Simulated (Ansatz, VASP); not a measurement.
## One calculation of AlNi, two programs

INCAR

```
SYSTEM = AlNi
PREC = Accurate ; ENCUT = 520
EDIFF = 1E-6 ; ISMEAR = 0
SIGMA = 0.15 ; LREAL = .FALSE.
LASPH = .TRUE. ; NELM = 100
ALGO = Fast ; ISIF = 2
LWAVE = .FALSE. ; LCHARG = .TRUE.
GGA = PE ; LELF = .TRUE.
LVHAR = .TRUE. ; NBANDS = 14
```

KPOINTS

```
regular mesh
0
G
  20 20 20
  0 0 0
```

POSCAR

```
AlNi
1.0
    2.8207564398      0.0000000000      0.0000000000
    0.0000000000      2.8207564398      0.0000000000
    0.0000000000      0.0000000000      3.0377377044
Al Ni
1 1
Direct
    0.0000000000      0.0000000000      0.0000000000
    0.5000000000      0.5000000000      0.5000000000
```

Input for Ansatz:

```yaml
crystal:
  lattice:
    - [2.8207564398, 0.0, 0.0]
    - [0.0, 2.8207564398, 0.0]
    - [0.0, 0.0, 3.0377377044]
  atoms:
    - { symbol: Al, position: [0.0, 0.0, 0.0] }
    - { symbol: Ni, position: [0.5, 0.5, 0.5] }
basis:
  ecutwfc: 420
kpoints:
  mp_grid: { grid: [20, 20, 20] }
hamiltonian:
  xc: pbe
scf:
  occupations: { method: gaussian, width: 0.15 }
output:
  forces: true
  stress: true
  eigenvalues: true
```

Change from the starting cell: strain -0.025 along x and y, +0.050 along z, atoms carried along.

Alike in both runs: task single point; functional PBE; k mesh 20 × 20 × 20; occupations gaussian, width 0.15 eV; no spin polarisation.

```csv
,VASP,Ansatz
version,VASP 6.6.1,Ansatz 0.2.0
potentials or method,"VASP PAW PBE potentials, release 64 (Al, Ni), cutoff 520 eV","scalar-relativistic, plane waves, PAW"
valence electrons in the cell,13,21
```

|  | VASP | Ansatz | Ansatz less VASP |
| --- | --- | --- | --- |
| gap on the k mesh at the Fermi level (eV) | none | none | - |
| pressure (GPa) | 0.4 | 0.5 | +0.09 |
| traceless stress, the component that is largest in VASP (GPa) | -2.81 | -2.73 | +0.073 |

A gap of «none» marks a metal or a gap that the smearing closes. VASP's potentials hold 13 valence electrons a cell and Ansatz's 21, so a difference there can come from the potentials and not from the codes.
